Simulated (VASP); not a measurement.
Ti12H (a cell with a defect): single point with PBE+D3(BJ)

Ti12H (a cell with a defect):

```
CELL_PARAMETERS angstrom
5.90000 0.00000 0.00000
-4.42500 7.66432 0.00000
0.00000 0.00000 4.68460
ATOMIC_POSITIONS crystal
Ti 0.99634 0.00004 0.00805
Ti 0.18474 0.23919 0.50553
Ti 0.99956 0.33381 0.99695
Ti 0.16128 0.55305 0.49655
Ti 0.00313 0.66788 0.99650
Ti 0.17088 0.88336 0.50490
Ti 0.49532 0.99733 0.99823
Ti 0.66875 0.22084 0.49689
Ti 0.50768 0.33709 0.99802
Ti 0.67342 0.55888 0.49604
Ti 0.49407 0.66206 0.99462
Ti 0.64724 0.88044 0.50498
H 0.99986 0.00435 0.44177
```

```
Program             : VASP 6.6.1
Task                : single point
Functional          : PBE
Dispersion          : D3(BJ)
Potentials or basis : VASP PAW PBE potentials, release 64 (Ti_sv, H)
Cutoff              : 520 eV
k mesh              : 3 × 2 × 4
Occupations         : gaussian, width 0.1 eV
Spin                : no spin polarisation
```

```
Pressure                   : -5.8 GPa
Largest force              : 0.336 eV/Å
Band gap on the k mesh     : zero (an odd number of electrons rules out a gap without spin polarisation)
Dispersion energy per atom : -0.561 eV
```

Forces in eV/Å, atoms in the order of the input:
```
Ti   0.000 -0.003  0.064
Ti  -0.005 -0.010  0.073
Ti  -0.002  0.001  0.016
Ti   0.002  0.001  0.010
Ti   0.001 -0.003  0.010
Ti  -0.008  0.011  0.060
Ti   0.001  0.000  0.017
Ti  -0.002  0.007  0.004
Ti   0.004  0.003  0.016
Ti  -0.006 -0.006  0.002
Ti   0.002  0.000 -0.009
Ti   0.004  0.011  0.072
H    0.009 -0.012 -0.336
```

Stress tensor (GPa, compression positive):
```
-5.56  0.25 -0.02
 0.25 -5.79  0.02
-0.02  0.02 -6.20
```

Levels at points of the mesh, in eV from the Fermi level:
| k point | band 69 | band 70 | band 71 | band 72 | band 73 | band 74 | band 75 | band 76 |
| --- | --- | --- | --- | --- | --- | --- | --- | --- |
| (0.00, 0.00, 0.00) | -0.71 | -0.59 | 0.09 | 0.24 | 0.41 | 0.43 | 0.49 | 0.54 |
| (0.00, 0.50, 0.00) | -0.45 | -0.36 | -0.18 | 0.00 | 0.11 | 0.23 | 0.37 | 0.39 |
| (0.00, 0.00, 0.50) | -0.64 | -0.64 | -0.12 | -0.04 | 0.04 | 0.06 | 0.07 | 0.10 |
| (0.00, 0.50, 0.50) | -0.43 | -0.39 | -0.37 | -0.36 | -0.05 | 0.02 | 0.09 | 0.09 |

Run time: 7.8 min on 1 thread of AMD EPYC 7R43 64-Core Processor (Zen 3), on a shared host, peak memory 0.39 GiB.

Caveat: the k points lie up to 0.41 Å⁻¹ apart, too coarse for converged energies and pressures of a metal.
